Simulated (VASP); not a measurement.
## Sb: electric field gradients with PBE

Crystal: Sb.

```
CELL_PARAMETERS angstrom
2.15060 1.24165 3.85632
-2.15060 1.24165 3.85632
0.00000 -2.48330 3.85632
ATOMIC_POSITIONS crystal
Sb 0.23364 0.23364 0.23364
Sb 0.76636 0.76636 0.76636
```

This cell differs from its parent crystal: zz strain of +3 %.

* Program: VASP 6.6.1
* Task: electric field gradients
* Functional: PBE
* Potentials or basis: VASP PAW PBE potentials, release 64 (Sb)
* Cutoff: 520 eV
* k mesh: 9 × 9 × 9
* Occupations: fermi-dirac, width 0.05 eV
* Spin: no spin polarisation
* Dipole correction: no
* Further INCAR settings: ALGO = Normal; EDIFF = 1e-08; NBANDS = 12

```
Pressure               : 1.6 GPa
Largest force          : 0.042 eV/Å
Band gap on the k mesh : 0.06 eV, indirect (least direct gap 0.53 eV)
```

Forces in eV/Å, atoms in the order of the input:
```
Sb   0.000  0.000  0.042
Sb   0.000  0.000 -0.042
```

Stress tensor (GPa, compression positive):
```
2.03 0.00 0.00
0.00 2.03 0.00
0.00 0.00 0.71
```

Levels at points of the mesh, in eV from the valence-band top:
```
           k point  band 1  band 2  band 3  band 4  band 5  band 6  band 7  band 8  band 9  band 10
(0.00, 0.00, 0.00)  -12.54   -4.94   -2.19   -1.63   -1.63    2.07    2.66    2.66    5.23     5.23
```

Electric field gradients, principal values (V/Å²):
```csv
atom,least,middle,greatest (by size)
1 Sb,18.141,18.141,-36.281
2 Sb,18.141,18.141,-36.281
```

It took 86 s on 1 thread of AMD EPYC 7R43 64-Core Processor (Zen 3), with other jobs on the host, peak memory 0.19 GiB.

Caveat: the cell differs from its parent crystal (zz strain of +3 %); without QUAD_EFG the Cq values of the log hold for a quadrupole moment of 1 mb, not for the nuclei; spin-orbit coupling is left out, which moves the levels of the heavy elements. A k mesh can miss the band edges.
